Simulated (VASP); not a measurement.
**Sn4O7 (a cell with a defect): single point with PBEsol+D3(BJ)**

Sn4O7 (a cell with a defect):

```
CELL_PARAMETERS angstrom
3.21567 1.85657 4.11087
-3.21567 1.85657 4.11087
0.00000 -3.71313 4.11087
ATOMIC_POSITIONS crystal
Sn 0.86479 0.86479 0.86479
Sn 0.36479 0.36479 0.86479
Sn 0.36479 0.86479 0.36479
Sn 0.86479 0.36479 0.36479
O 0.61905 0.11905 0.61905
O 0.61905 0.61905 0.11905
O 0.54380 0.71936 0.71936
O 0.11905 0.11905 0.11905
O 0.11052 0.11052 0.61052
O 0.11052 0.61052 0.11052
O 0.61052 0.11052 0.11052
```

This cell differs from its parent crystal: atoms taken out, atom 7 moved 0.000 of the way to it and +0.900 Å across, host rigid.

| Quantity | Value |
| --- | --- |
| Program | VASP 6.6.1 |
| Task | single point |
| Functional | PBEsol |
| Dispersion | D3(BJ) |
| Potentials or basis | VASP PAW PBE potentials, release 64 (Sn_d, O) |
| Cutoff | 520 eV |
| k mesh | 6 × 6 × 6 |
| Occupations | gaussian, width 0.05 eV |
| Spin | no spin polarisation |

* Largest force: 4.794 eV/Å
* Dispersion energy per atom: -0.191 eV

Forces in eV/Å, atoms in the order of the input:
```
Sn  -1.958 -1.130  1.713
Sn   1.693 -0.991  1.998
Sn  -0.012  1.962  1.998
Sn   0.613  0.354 -1.328
O   -1.212  1.112  0.748
O    0.357 -1.606  0.748
O    1.041  0.601 -4.641
O   -0.171 -0.099 -0.122
O    0.011 -0.529 -0.421
O   -0.452  0.274 -0.421
O    0.090  0.052 -0.272
```

Levels at points of the mesh, in eV from the Fermi level:
```tsv
k point	band 44	band 45	band 46	band 47	band 48	band 49	band 50	band 51	band 52	band 53
(0.00, 0.00, 0.00)	-0.83	-0.80	-0.54	-0.35	-0.18	0.03	2.58	3.30	3.32	4.65
(0.50, 0.00, 0.00)	-0.90	-0.78	-0.49	-0.16	0.04	0.37	1.83	3.36	3.41	5.59
(0.00, 0.50, 0.00)	-0.88	-0.79	-0.71	-0.38	-0.08	0.73	2.23	3.19	3.37	5.61
(0.50, 0.50, 0.00)	-1.52	-0.81	-0.64	-0.46	-0.19	1.23	2.12	3.14	3.40	5.83
(0.00, 0.50, 0.50)	-1.41	-1.13	-1.06	-0.56	-0.28	1.12	2.23	3.30	3.52	5.94
(0.50, 0.50, 0.50)	-1.57	-1.57	-1.48	-0.73	-0.43	1.24	3.00	3.27	3.44	5.13
```

It took 8 min on 1 thread of AMD EPYC 9R45 96-Core Processor (Zen 5), with other jobs on the host, peak memory 0.52 GiB.

Caveat: the cell carries a net charge on a neutralising background, which shifts energy and pressure; the cell differs from its parent crystal (atoms taken out, atom 7 moved 0.000 of the way to it and +0.900 Å across, host rigid); the cell is charged against a uniform background, so pressure and absolute levels hang on convention; the PAW data sets were made with another functional, which shifts forces and pressure a little; spin-orbit coupling is left out, which moves the levels of the heavy elements.
